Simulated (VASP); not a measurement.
Wanted: the native input for a VASP 6.6.1 run.

```
Task                   : single point
Functional             : PBE
Potentials or basis    : VASP PAW PBE potentials, release 64 (Si, C)
Cutoff                 : 520 eV
k mesh                 : 4 × 4 × 4
Occupations            : gaussian, width 0.1 eV
Spin                   : no spin polarisation
Dipole correction      : no
Further INCAR settings : ALGO = Normal; EDIFF = 1e-06; NBANDS = 18
```

The structure of Si3C2 lies in POSCAR:

```
Si3C2
1.0
    4.0132555578      0.0000000000      0.0000000000
    0.0000000000      4.0132555578      0.0000000000
    0.0000000000      0.0000000000      4.0132555578
Si C
3 2
Direct
    0.5000000000      0.0000000000      0.0000000000
    0.0000000000      0.5000000000      0.0000000000
    0.0000000000      0.0000000000      0.5000000000
    0.5000000000      0.5000000000      0.5000000000
    0.0000000000      0.0000000000      0.0000000000
```

The cell was built from a structure type or drawn by symmetry, and may not be a known phase.

The input as run:

INCAR

```
PREC = Accurate
ENCUT = 520
EDIFF = 1E-6
ISMEAR = 0
SIGMA = 0.1
LREAL = F
LASPH = T
NELM = 60
ALGO = Normal
ISIF = 2
LWAVE = F
LCHARG = F
GGA = PE
NBANDS = 18
```

KPOINTS

```
Automatic mesh
0
Gamma
  4 4 4
```

Potentials or basis: VASP PAW PBE potentials, release 64 (Si, C).

Launch:

```sh
$ cat potpaw_PBE.64/Si/POTCAR potpaw_PBE.64/C/POTCAR > POTCAR
$ mpirun -np 1 vasp_std > vasp.out
```

Results of the run:

```json
{
 "Pressure": "0.0 GPa",
 "Band gap on the k mesh": "zero (bands 10 and 11 overlap by 3.54 eV)"
}
```

Caveat: the k points lie up to 0.39 Å⁻¹ apart, too coarse for converged energies and pressures of a metal.

It took 8.5 s on 1 thread of Intel(R) Xeon(R) Platinum 8488C (Sapphire Rapids) (shared host), peak memory 0.15 GiB.
